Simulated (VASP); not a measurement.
# HPt2 (I4/mmm) in VASP: further runs

Runs on HPt2. Level: PBE. Tasks: single point, relaxation of cell and atoms.

Program: VASP 6.6.1. These are calculated values, not measurements. Logs are shortened: lines on timing, memory, paths and dates and some standing lists are left out, and cuts for length are marked.

**1. The cell of the first run**

The structure is tetragonal, space group I4/mmm (No. 139). Conventional cell: a = 3.061 Å, b = 3.061 Å, c = 7.510 Å, α = 90.00°, β = 90.00°, γ = 90.00°. Within 3.3 Å of H (site symmetry 4/mmm) lie 10 Pt at 2.49 to 2.52 Å and 4 H at 3.06 Å. Within 3.3 Å of Pt (site symmetry 4mm) lie 9 Pt at 2.48 to 3.06 Å and 5 H at 2.49 to 2.52 Å.

**2. Single point, PBE**

Input file INCAR:

```
  ALGO = Normal
  EDIFF = 1E-6
  ENCUT = 520
  GGA = PE
  ISIF = 2
  ISMEAR = 0
  LASPH = T
  LCHARG = T
  LELF = T
  LREAL = F
  LVHAR = T
  LWAVE = F
  NBANDS = 18
  NELM = 60
  PREC = Accurate
  SIGMA = 0.1
```

Input file KPOINTS:

```
k-points
0
Gamma
  8 8 8
```

Input file POSCAR:

```
HPt2
1.0
   -1.5307197691      1.5307197691      3.7550469337
    1.5307197691     -1.5307197691      3.7550469337
    1.5307197691      1.5307197691     -3.7550469337
H Pt
1 2
Direct
    0.0000000000      0.0000000000      0.0000000000
    0.6650000000      0.6650000000      0.0000000000
    0.3350000000      0.3350000000      0.0000000000
```

Potentials or basis: VASP PAW PBE potentials, release 64 (H, Pt).

On the command line:

```
cat potpaw_PBE.64/H/POTCAR potpaw_PBE.64/Pt/POTCAR > POTCAR
mpirun -np 1 vasp_std > vasp.out
```

OUTCAR:

```text
EDIFF = 1E-6
   ENCUT = 520
   GGA = PE
   ISIF = 2
   ISMEAR = 0
   LASPH = T
   LREAL = F
   NELM = 60
   PREC = Accurate

 ion  position               nearest neighbor table
   1  0.000  0.000  0.000-
   2  0.665  0.665  0.000-   3 2.48   3 2.51   3 2.51   3 2.51   3 2.51
   3  0.335  0.335  0.000-   2 2.48   2 2.51   2 2.51   2 2.51   2 2.51

  LATTYP: Found a body centered tetragonal cell.
 ALAT       =     3.0614395382
 C/A-ratio  =     2.4531250001

  Lattice vectors:

 A1 = (  -1.5307197691,   1.5307197691,   3.7550469337)
 A2 = (   1.5307197691,  -1.5307197691,   3.7550469337)
 A3 = (   1.5307197691,   1.5307197691,  -3.7550469337)

Analysis of symmetry for initial positions (statically):
=====================================================================
 Subroutine PRICEL returns:
 Original cell was already a primitive cell.

 Routine SETGRP: Setting up the symmetry group for a
 body centered tetragonal supercell.

 Subroutine GETGRP returns: Found 16 space group operations
 (whereof 16 operations were pure point group operations)
 out of a pool of 16 trial point group operations.

The static configuration has the point symmetry D_4h.

Analysis of symmetry for dynamics (positions and initial velocities):
=====================================================================
 Subroutine PRICEL returns:
 Original cell was already a primitive cell.

 Routine SETGRP: Setting up the symmetry group for a
 body centered tetragonal supercell.

 Subroutine GETGRP returns: Found 16 space group operations
 (whereof 16 operations were pure point group operations)
 out of a pool of 16 trial point group operations.

The dynamic configuration has the point symmetry D_4h.

 Subroutine INISYM returns: Found 16 space group operations
 (whereof 16 operations are pure point group operations),
 and found     1 'primitive' translations

----------------------------------------------------------------------------------------

                                     Primitive cell

  volume of cell :      35.1938

  direct lattice vectors                    reciprocal lattice vectors
    -1.530719769  1.530719769  3.755046934     0.000000000  0.326643720  0.133154128
     1.530719769 -1.530719769  3.755046934     0.326643720  0.000000000  0.133154128
     1.530719769  1.530719769 -3.755046934     0.326643720  0.326643720  0.000000000

  length of vectors
     4.334349259  4.334349259  4.334349259     0.352740899  0.352740899  0.461943979

  position of ions in fractional coordinates (direct lattice)
     0.000000000  0.000000000  0.000000000
     0.665000000  0.665000000  0.000000000
     0.335000000  0.335000000  0.000000000

  ion indices of the primitive-cell ions
   primitive index   ion index
                 1           1
                 2           2
                 3           3

----------------------------------------------------------------------------------------

 KPOINTS: k-points

Automatic generation of k-mesh.
 Grid dimensions read from file:
 generate k-points for:    8    8    8

 Generating k-lattice:

  Cartesian coordinates                     Fractional coordinates (reciprocal lattice)
     0.000000000  0.040830465  0.016644266     0.125000000 -0.000000000  0.000000000
     0.040830465  0.000000000  0.016644266    -0.000000000  0.125000000  0.000000000
     0.040830465  0.040830465  0.000000000     0.000000000  0.000000000  0.125000000

  Length of vectors
     0.044092612  0.044092612  0.057742997

  Shift w.r.t. Gamma in fractional coordinates (k-lattice)
     0.000000000  0.000000000  0.000000000

 Subroutine IBZKPT returns following result:
 ===========================================

 Found     59 irreducible k-points:

 Following reciprocal coordinates:
            Coordinates               Weight
  0.000000  0.000000  0.000000      1.000000
  0.125000 -0.000000  0.000000      8.000000
  0.250000 -0.000000  0.000000      8.000000
  0.375000 -0.000000  0.000000      8.000000
  0.500000 -0.000000  0.000000      4.000000
  0.125000  0.125000  0.000000      8.000000
[... 16 lines left out ...]
  0.250000  0.125000  0.125000     16.000000
  0.375000  0.125000  0.125000      8.000000
 [... further k-points ...]
   k-points           NKPTS =     59   k-points in BZ     NKDIM =     59   number of bands    NBANDS=     18
   number of dos      NEDOS =    301   number of ions     NIONS =      3
   total plane-waves  NPLWV =  32768
   dimension x,y,z NGX =    32 NGY =   32 NGZ =   32
   dimension x,y,z NGXF=    64 NGYF=   64 NGZF=   64
   ions per type =               1   2
   NGX,Y,Z   is equivalent  to a cutoff of  12.27, 12.27, 12.27 a.u.
   NGXF,Y,Z  is equivalent  to a cutoff of  24.55, 24.55, 24.55 a.u.
 SYSTEM =  unknown system
   PREC   = accura    normal or accurate (medium, high low for compatibility)
   ISTART =      0    job   : 0-new  1-cont  2-samecut
   ICHARG =      2    charge: 1-file 2-atom 10-const
   ISPIN  =      1    spin polarized calculation?
   LNONCOLLINEAR =      F non collinear calculations
   LSORBIT =      F    spin-orbit coupling
   LASPH  =      T    aspherical Exc in radial PAW
   ENCUT  =  520.0 eV  38.22 Ry    6.18 a.u.   8.06  8.06  8.06*2*pi/ulx,y,z
   NELM   =     60;   NELMIN=  2; NELMDL= -5     # of ELM steps
   EDIFF  = 0.1E-05   stopping-criterion for ELM
   LREAL  =      F    real-space projection
   EDIFFG = 0.1E-04   stopping-criterion for IOM
   NSW    =      0    number of steps for IOM
   IBRION =     -1    ionic relax: 0-MD 1-quasi-New 2-CG
   NFREE  =      0    steps in history (QN), initial steepest desc. (CG)
   ISIF   =      2    stress and relaxation
   ISYM   =      2    0-nonsym 1-usesym 2-fastsym
   POTIM  = 0.5000    time-step for ionic-motion
   TEBEG  =    0.0;   TEEND  =   0.0 temperature during run
   PSTRESS=    0.0 pullay stress
   NELECT =      21.0000    total number of electrons
   NUPDOWN=      -1.0000    fix difference up-down
   EMIN   =  10.00;   EMAX   =-10.00  energy-range for DOS
   EFERMI =   0.00;   METHOD = LEGACY
   ISMEAR =     0;   SIGMA  =   0.10  broadening in eV -4-tet -1-fermi 0-gaus
   EFERMI_NEDOS =   21; number of points for ismear=-14 and -15
   IALGO  =     38    algorithm
   IMIX   =      4    mixing-type and parameters
     AMIX     =   0.40;   BMIX     =  1.00
     AMIX_MAG =   1.60;   BMIX_MAG =  1.00
  volume/ion in A,a.u.               =      11.73        79.17
  Fermi-wavevector in a.u.,A,eV,Ry     =   1.378243  2.604501 25.844984  1.899553
  Thomas-Fermi vector in A             =   2.503322
   LORBIT       =      0    0 simple, 1 ext, 2 COOP (PROOUT), +10 PAW based schemes
   GGA     = PE    functional components
   LHFCALC =     F    Hartree Fock is set to
   AEXX    =    0.0000 exact exchange contribution
   IVDW    =     0    specifies the selected vdW correction
   LEPSILON=     F    determine dielectric tensor
   LRPA    =     F    only Hartree local field effects (RPA)
 non-spin polarized calculation
 Gauss-broadening in eV      SIGMA  =   0.10
  energy-cutoff  :      520.00
  volume of cell :       35.19
 maximum number of plane-waves:       970
   NGX = 17   NGY = 17   NGZ = 17

 number of electron      20.9999998 magnetization

 Free energy of the ion-electron system (eV)
  ---------------------------------------------------
  ext. energy  EPLUGINS =         0.00000000
  ---------------------------------------------------
  free energy    TOTEN  =       -12.66374622 eV

  energy without entropy =      -12.64802087  energy(sigma->0) =      -12.65588354

 E-fermi :  10.3540     XC(G=0): -12.8050

 val. band max:       10.3523831292   @ k =  -0.3750   0.3750   0.0000
 cond. band min:      10.3744347042   @ k =  -0.1250   0.1250   0.1250
 fundamental gap:      0.0220515750
 Fermi energy:        10.3540474565

 k-point     1 :       0.0000    0.0000    0.0000
  band No.  band energies     occupation
      1      -0.8084      2.00000
      2       3.4562      2.00000
      3       4.5961      2.00000
      4       5.6361      2.00000
      5       5.9042      2.00000
      6       6.8581      2.00000
[... 10 lines left out ...]
     17      24.7173      0.00000
     18      24.7311      0.00000

 k-point     2 :       0.1250   -0.0000    0.0000
  band No.  band energies     occupation
      1      -0.4388      2.00000
      2       3.5677      2.00000
      3       4.6136      2.00000
      4       5.2021      2.00000
      5       5.4781      2.00000
      6       6.5562      2.00000
[... 10 lines left out ...]
     17      23.5744      0.00000
     18      25.1192      0.00000

 k-point     3 :       0.2500   -0.0000    0.0000
  band No.  band energies     occupation
      1       0.5968      2.00000
      2       3.5569      2.00000
      3       4.1651      2.00000
      4       4.9495      2.00000
      5       4.9642      2.00000
      6       5.9878      2.00000
[... 10 lines left out ...]
     17      23.2569      0.00000
     18      26.1133      0.00000

 k-point     4 :       0.3750   -0.0000    0.0000
  band No.  band energies     occupation
      1       1.9912      2.00000
      2       3.0716      2.00000
      3       3.8845      2.00000
      4       4.7402      2.00000
      5       5.0189      2.00000
      6       5.3929      2.00000
[... 10 lines left out ...]
     17      24.3194      0.00000
     18      26.0166      0.00000

 k-point     5 :       0.5000   -0.0000    0.0000
  band No.  band energies     occupation
      1       2.6046      2.00000
      2       3.0182      2.00000
      3       4.1252      2.00000
      4       4.5902      2.00000
      5       4.7658      2.00000
      6       5.0685      2.00000
[... 10 lines left out ...]
     17      25.7480      0.00000
     18      25.8357      0.00000

 k-point     6 :       0.1250    0.1250    0.0000
  band No.  band energies     occupation
      1       0.0155      2.00000
      2       3.7151      2.00000
      3       4.2953      2.00000
      4       4.7292      2.00000
      5       5.8650      2.00000
      6       6.0417      2.00000
[... 10 lines left out ...]
     17      23.5596      0.00000
     18      26.6267      0.00000

 k-point     7 :       0.2500    0.1250    0.0000
  band No.  band energies     occupation
      1       1.0645      2.00000
      2       3.6287      2.00000
      3       4.0928      2.00000
      4       4.6451      2.00000
      5       5.3246      2.00000
      6       5.6497      2.00000
[... 10 lines left out ...]
     17      23.8635      0.00000
     18      26.3600      0.00000

 k-point     8 :       0.3750    0.1250    0.0000
  band No.  band energies     occupation
      1       2.2711      2.00000
      2       3.3115      2.00000
      3       4.0766      2.00000
      4       4.5473      2.00000
      5       5.0868      2.00000
      6       5.2852      2.00000
[... 10 lines left out ...]
     17      24.9691      0.00000
     18      25.3653      0.00000
[... 229 lines left out ...]
     17      22.0147      0.00000
     18      23.5251      0.00000

 k-point    20 :      -0.3750    0.3750    0.0000
  band No.  band energies     occupation
      1       1.9908      2.00000
      2       4.2494      2.00000
      3       4.8537      2.00000
      4       5.0845      2.00000
      5       5.4757      2.00000
      6       6.2017      2.00000
[... 10 lines left out ...]
     17      21.2424      0.00000
     18      21.8520      0.00000

 k-point    21 :       0.5000    0.5000    0.0000
  band No.  band energies     occupation
      1       2.2468      2.00000
      2       4.0614      2.00000
      3       4.4546      2.00000
      4       5.2315      2.00000
      5       5.4703      2.00000
      6       6.1857      2.00000
[... 10 lines left out ...]
     17      22.4994      0.00000
     18      23.5204      0.00000

 k-point    22 :       0.1250    0.1250    0.1250
  band No.  band energies     occupation
      1       1.4268      2.00000
      2       3.8539      2.00000
      3       4.4540      2.00000
      4       5.0546      2.00000
      5       5.4422      2.00000
      6       5.6450      2.00000
[... 10 lines left out ...]
     17      21.6984      0.00000
     18      24.1729      0.00000

 k-point    23 :       0.2500    0.1250    0.1250
  band No.  band energies     occupation
      1       2.2697      2.00000
      2       3.8945      2.00000
      3       4.3928      2.00000
      4       4.5764      2.00000
      5       5.3020      2.00000
      6       5.6974      2.00000
[... 10 lines left out ...]
     17      22.6795      0.00000
     18      24.3173      0.00000

 k-point    24 :       0.3750    0.1250    0.1250
  band No.  band energies     occupation
      1       2.8031      2.00000
      2       3.6395      2.00000
      3       4.1604      2.00000
      4       4.4076      2.00000
      5       5.3196      2.00000
      6       5.9685      2.00000
[... 10 lines left out ...]
     17      23.6399      0.00000
     18      24.3961      0.00000

 [... further k-points ...]

------------------------ aborting loop because EDIFF is reached ----------------------------------------

  FORCE on cell =-STRESS in cart. coord.  units (eV):
  Direction    XX          YY          ZZ          XY          YZ          ZX
  --------------------------------------------------------------------------------------
  -------------------------------------------------------------------------------------
  Total        6.6003223      6.6003223      7.4990652      0.0000000     -0.0000000      0.0000000
  in kB      300.4754420    300.4754420    341.3901341      0.0000000     -0.0000000      0.0000000
  external PRESSURE =     314.1136727 kB  Pullay stress =       0.0000000 kB

 VOLUME and BASIS-vectors are now :
 -----------------------------------------------------------------------------
  energy-cutoff  :      520.00
  volume of cell :       35.19
      direct lattice vectors                 reciprocal lattice vectors
    -1.530719769  1.530719769  3.755046934     0.000000000  0.326643720  0.133154128
     1.530719769 -1.530719769  3.755046934     0.326643720  0.000000000  0.133154128
     1.530719769  1.530719769 -3.755046934     0.326643720  0.326643720  0.000000000

 POSITION                                       TOTAL-FORCE (eV/Angst)
 -----------------------------------------------------------------------------------
      0.00000      0.00000      0.00000         0.000000      0.000000      0.000000
      0.00000      0.00000      4.99421        -0.000000     -0.000000     -1.851360
      0.00000      0.00000      2.51588         0.000000      0.000000      1.851360
 -----------------------------------------------------------------------------------
    total drift:                               -0.000000     -0.000000      0.000000

  FREE ENERGIE OF THE ION-ELECTRON SYSTEM (eV)
  ---------------------------------------------------
  free  energy   TOTEN  =       -12.6637462160 eV

  energy  without entropy=      -12.6480208723  energy(sigma->0) =      -12.65588354
```

It took 15 s on 1 thread of Intel Xeon 6975P-C (Granite Rapids), shared host; peak memory 0.19 GiB.

Results:

- Free energy: -12.6637 eV
- Pressure: 31.4 GPa
- Largest force: 1.851 eV/Å

Forces in eV/Å, atoms in the order of the input:
```
H    0.000  0.000  0.000
Pt   0.000  0.000 -1.851
Pt   0.000  0.000  1.851
```

Stress tensor (GPa, compression positive):
```
30.05  0.00  0.00
 0.00 30.05  0.00
 0.00  0.00 34.14
```

Levels at points of the mesh, in eV from the Fermi level:
```tsv
k point	band 8	band 9	band 10	band 11	band 12	band 13	band 14	band 15
(0.00, 0.00, 0.00)	-3.24	-3.24	-3.08	-0.17	0.23	8.03	8.45	12.45
(0.50, 0.00, 0.00)	-1.95	-1.12	-0.94	0.02	0.51	1.64	4.14	10.59
(0.50, 0.50, 0.00)	-1.40	-1.20	-1.08	-0.52	-0.21	3.54	4.51	8.05
(0.50, 0.50, 0.50)	-2.30	-1.08	-1.08	-0.51	0.48	5.69	7.51	7.51
```

Caveat: the k points lie up to 0.36 Å⁻¹ apart; spin-orbit coupling is left out, which moves the levels of the heavy elements; forces of over 1 eV/Å act on the atoms, so gaps and moduli don't describe the material at rest.

**3. Single point, PBE**

This run uses another cell than the first one, of 11.80 Å³/atom, 1.006 times its volume.

Input file INCAR:

```
SYSTEM = HPt2
PREC     = Accurate       ! precision mode
ENCUT    = 520            ! plane-wave cutoff, eV
EDIFF    = 1E-6           ! SCF threshold, eV
ISMEAR   = 0              ! smearing method
SIGMA    = 0.1            ! smearing width, eV
LREAL    = .False.        ! projectors in reciprocal space
LASPH    = .True.         ! aspherical terms in the spheres
NELM     = 80             ! most SCF steps
ALGO     = Normal         ! electronic algorithm
ISIF     = 2              ! what is computed and relaxed
LWAVE    = .False.        ! write WAVECAR
LCHARG   = .True.         ! write CHGCAR
GGA      = PE             ! functional
LELF     = .True.         ! ELF
LVHAR    = .True.       
NBANDS   = 18             ! bands
```

Input file KPOINTS:

```
Automatic mesh
0
Gamma
  8 8 8
  0 0 0
```

Input file POSCAR:

```
HPt2
1.0
   -1.3680615218      1.3680615218      4.7292871429
    1.3680615218     -1.3680615218      4.7292871429
    1.3680615218      1.3680615218     -4.7292871429
H Pt
1 2
Direct
    0.0000000000      0.0000000000      0.0000000000
    0.6390721674      0.6390721674      0.0000000000
    0.3609278326      0.3609278326      0.0000000000
```

Potentials or basis: VASP PAW PBE potentials, release 64 (H, Pt).

On the command line:

```
cat potpaw_PBE.64/H/POTCAR potpaw_PBE.64/Pt/POTCAR > POTCAR
mpirun -np 1 vasp_std > vasp.out
```

It took 30 s on 1 thread of Intel Xeon 6975P-C (Granite Rapids), shared host; peak memory 0.25 GiB.

Results (log left out):

| Property | Result |
| --- | --- |
| Free energy | -14.4084 eV |
| Pressure | -0.2 GPa |
| Largest force | 0.007 eV/Å |

Forces on the atoms (eV/Å):
```
H    0.000  0.000  0.000
Pt   0.000  0.000 -0.007
Pt   0.000  0.000  0.007
```

Levels at points of the mesh, in eV from the Fermi level:
| k point | band 8 | band 9 | band 10 | band 11 | band 12 | band 13 | band 14 | band 15 |
| --- | --- | --- | --- | --- | --- | --- | --- | --- |
| (0.00, 0.00, 0.00) | -1.92 | -1.36 | -1.36 | -0.71 | -0.03 | 4.12 | 10.21 | 15.44 |
| (0.50, 0.00, 0.00) | -2.54 | -1.18 | -0.41 | 0.92 | 1.64 | 2.79 | 5.13 | 9.81 |
| (0.50, 0.50, 0.00) | 0.15 | 0.96 | 1.05 | 1.12 | 2.32 | 5.99 | 7.24 | 7.27 |
| (0.50, 0.50, 0.50) | -1.90 | -0.59 | -0.16 | 0.06 | 0.06 | 6.43 | 9.52 | 11.89 |

Caveat: the k points lie up to 0.41 Å⁻¹ apart; spin-orbit coupling is left out, which moves the levels of the heavy elements.

(Part 1 of 2 ends here.)
